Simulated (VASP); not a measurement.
Write the native input for VASP 6.6.1 that does the following.

| Item | Value |
| --- | --- |
| Task | single point |
| Functional | r2SCAN |
| Potentials or basis | VASP PAW PBE potentials, release 64 (Mo_sv, S) |
| Cutoff | 520 eV |
| k mesh | 5 × 5 × 2 |
| Occupations | fermi-dirac, width 0.05 eV |
| Spin | no spin polarisation |
| Dipole correction | no |
| Further INCAR settings | ALGO = Normal; EDIFF = 1e-06; NBANDS = 20 |

MoS2:

```
Mo S
1.0
     3.22746    0.00000    0.00000
    -1.61373    2.79507    0.00000
     0.00000    0.00000    6.31247
Mo S
1 2
Direct
  0.00000 0.00000 0.50000
  0.33333 0.66667 0.25532
  0.66667 0.33333 0.74468
```

The input as run:

POSCAR

```
MoS2
1.0
    3.2274645600      0.0000000000      0.0000000000
   -1.6137322800      2.7950663000      0.0000000000
    0.0000000000      0.0000000000      6.3124734200
Mo S
1 2
Direct
    0.0000000000      0.0000000000      0.5000000000
    0.3333333333      0.6666666667      0.2553193200
    0.6666666667      0.3333333333      0.7446806800
```

INCAR.step1

```
SYSTEM = MoS2
PREC = Accurate ; ENCUT = 520
ISMEAR = -1 ; SIGMA = 0.05
LREAL = .FALSE. ; LASPH = .TRUE.
NELM = 100 ; NBANDS = 20
GGA = PE ; ALGO = Normal
EDIFF = 1E-4 ; LWAVE = .TRUE.
LCHARG = .FALSE.
```

INCAR.step2

```
SYSTEM = MoS2
PREC = Accurate ; ENCUT = 520
EDIFF = 1E-6 ; ISMEAR = -1
SIGMA = 0.05 ; LREAL = .FALSE.
LASPH = .TRUE. ; NELM = 100
ALGO = Normal ; ISIF = 2
LWAVE = .FALSE. ; LCHARG = .FALSE.
METAGGA = R2SCAN ; LMIXTAU = .TRUE.
NBANDS = 20 ; ISTART = 1
```

KPOINTS

```
regular mesh
0
G
  5 5 2
  0 0 0
```

Potentials or basis: VASP PAW PBE potentials, release 64 (Mo_sv, S).

Command:

```console
$ cat potpaw_PBE.64/Mo_sv/POTCAR potpaw_PBE.64/S/POTCAR > POTCAR
$ cp INCAR.step1 INCAR
$ mpirun -np 1 vasp_std > vasp.out
$ cp INCAR.step2 INCAR
$ mpirun -np 1 vasp_std > vasp.out
```

It gave:

The pressure is 0.1 GPa, the largest force is 0.070 eV/Å and the band gap on the k mesh is zero (band 13 reaches 6.69 eV, above the bottom of band 14 at 6.35 eV).

Caveat: the k points lie up to 0.50 Å⁻¹ apart; the PAW data sets were made with another functional, which shifts forces and pressure a little.

It took 79 s on 1 thread of AMD EPYC 7R13 Processor (Zen 3), with other jobs on the host, peak memory 0.14 GiB.
